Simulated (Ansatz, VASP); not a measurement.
**Ti: VASP beside Ansatz**

File INCAR:

```
SYSTEM = Ti
PREC = Accurate ; ENCUT = 600
EDIFF = 1E-6 ; ISMEAR = -1
SIGMA = 0.05 ; LREAL = .False.
LASPH = .True. ; NELM = 80
ALGO = Normal ; ISIF = 3
LWAVE = .False. ; LCHARG = .False.
GGA = PS ; IBRION = 2
NSW = 80 ; EDIFFG = -0.005
```

The input KPOINTS:

```
regular mesh
0
Gamma
  10 10 6
  0 0 0
```

POSCAR

```
Ti
1.0
    2.9500000000      0.0000000000      0.0000000000
   -1.4750000000      2.5547749412      0.0000000000
    0.0000000000      0.0000000000      4.6800000000
Ti
2
Direct
    0.6666666667      0.3333333333      0.7500000000
    0.3333333333      0.6666666667      0.2500000000
```

Contents of input.yaml:

```yaml
crystal:
  lattice:
    - [2.95, 0.0, 0.0]
    - [-1.475, 2.5547749412, 0.0]
    - [0.0, 0.0, 4.68]
  atoms:
    - { symbol: Ti, position: [0.6666666667, 0.3333333333, 0.75] }
    - { symbol: Ti, position: [0.3333333333, 0.6666666667, 0.25] }
kpoints:
  mp_grid: { grid: [10, 10, 6] }
scf:
  occupations: { method: fermi_dirac, width: 0.05 }
hamiltonian:
  xc: pbesol
  pseudopotentials: { kind: all_electron, lapw: { basis_error: 0.001 } }
output:
  forces: true
  stress: true
relax:
  f_tol: 0.005
  max_steps: 60
  cell: {}
```

Alike in both runs: task relaxation of cell and atoms; functional PBEsol; k mesh 10 × 10 × 6; occupations fermi-dirac, width 0.05 eV; no spin polarisation.

|  | VASP | Ansatz |
| --- | --- | --- |
| version | VASP 6.6.1 | Ansatz 0.2.0 |
| potentials or method | VASP PAW PBE potentials, release 64 (Ti_sv), cutoff 600 eV | all-electron LAPW, scalar-relativistic |

Ansatz gave:

| Item | Value |
| --- | --- |
| relaxed volume (Å³/atom) | 16.73 |
| relaxed cell length with the largest relative difference (Å) | 4.579 |

Question: Estimate VASP's values.

Answer: Relaxed volume (Å³/atom): 16.68; relaxed cell length with the largest relative difference (Å): 4.575.

VASP's potentials were made for PBE, not for PBEsol. Ansatz ran all-electron here, and VASP with PAW potentials.
